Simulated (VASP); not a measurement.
The system is Be2CdO3.

```
Be Cd O
1.0
     2.50565   -4.34471    0.00000
     2.50565    4.34471    0.00000
    -0.06017    0.00000    2.87237
Be Cd O
2 1 3
Direct
  0.66700 0.33300 0.00000
  0.33300 0.66700 0.00000
  0.00000 0.00000 0.00000
  0.00000 0.50000 0.50000
  0.50000 0.00000 0.50000
  0.50000 0.50000 0.50000
```

The cell was generated, and may not be a known phase.

| Quantity | Value |
| --- | --- |
| Program | VASP 6.6.1 |
| Task | relaxation of cell and atoms |
| Functional | PBE |
| Potentials or basis | VASP PAW PBE potentials, release 64 (Be, Cd, O) |
| Cutoff | 600 eV |
| k mesh | 4 × 4 × 6 |
| Occupations | gaussian, width 0.1 eV |
| Spin | no spin polarisation |

At the start: pressure -19.4 GPa; volume 10.42 Å³/atom.

Problem. How do energy, volume and symmetry change on relaxing?

Solution. Over 38 steps the energy falls by 777.3 meV/atom and the volume is 9.15 Å³/atom (-12.2 %); space group C2/m (No. 12, to 0.1 Å) before and after.

The path:
```csv
step,energy change (eV),largest force (eV/Å),pressure (GPa),volume (Å³)
1,0.0000,0.0085,-19.40,62.54
2,-1.4842,0.0021,8.33,51.22
3,-1.6445,0.0007,-1.59,53.52
4,-1.6467,0.0004,-2.70,53.83
5,-1.6777,0.0074,0.61,52.59
6,-1.6829,0.0128,2.70,51.89
7,-1.7080,0.0158,2.89,51.78
8,-1.7868,0.0164,4.07,51.41
9,-1.9301,0.0938,9.19,50.40
10,-1.6671,0.5611,34.43,47.44
11,-1.9728,0.2156,13.61,49.73
12,-1.9610,0.3216,19.01,49.03
13,-1.9623,0.3235,19.07,49.02
14,-1.9662,0.3291,19.28,49.02
15,-1.9735,0.3402,19.71,49.00
16,-1.9857,0.3621,20.61,48.96
17,-1.9994,0.4048,22.68,48.86
18,-2.0200,0.4062,22.55,48.90
19,-2.0813,0.4103,22.17,49.02
20,-2.2011,0.4179,21.44,49.25
21,-2.4292,0.4310,20.11,49.71
22,-2.8389,0.4498,17.90,50.60
23,-3.4628,0.4744,14.86,52.27
24,-3.8027,0.7222,13.34,55.12
25,-3.8417,0.6544,13.27,54.69
26,-4.0111,0.4277,7.90,55.75
27,-4.2105,0.0153,-3.47,58.50
28,-4.2149,0.0693,-5.03,58.96
29,-4.2872,0.1073,-4.49,58.58
30,-4.4437,0.6275,-2.45,57.37
31,-4.4608,1.5919,3.82,54.69
32,-4.5052,1.1770,0.61,55.93
33,-4.5957,0.7930,0.04,55.57
34,-4.6508,0.2044,0.00,54.80
35,-4.6550,0.0816,-0.12,55.00
36,-4.6552,0.0361,-0.11,54.97
37,-4.6629,0.0222,0.20,54.94
38,-4.6636,0.0182,0.34,54.92
```

Final structure:
```xyz
6
Lattice="3.0580 -3.9981 -0.7092 3.0580 3.9981 -0.7092 -1.0854 0.0000 2.4978" Properties=species:S:1:pos:R:3 pbc="T T T"
Be    3.0580   -1.1808   -0.7092
Be    1.9727    1.1808    1.7886
Cd    0.0000    0.0000    0.0000
O     0.9863    1.9990    0.8943
O     0.9863   -1.9990    0.8943
O     2.5153    0.0000    0.5397
```

Caveat: the k points lie up to 0.43 Å⁻¹ apart in the final cell.
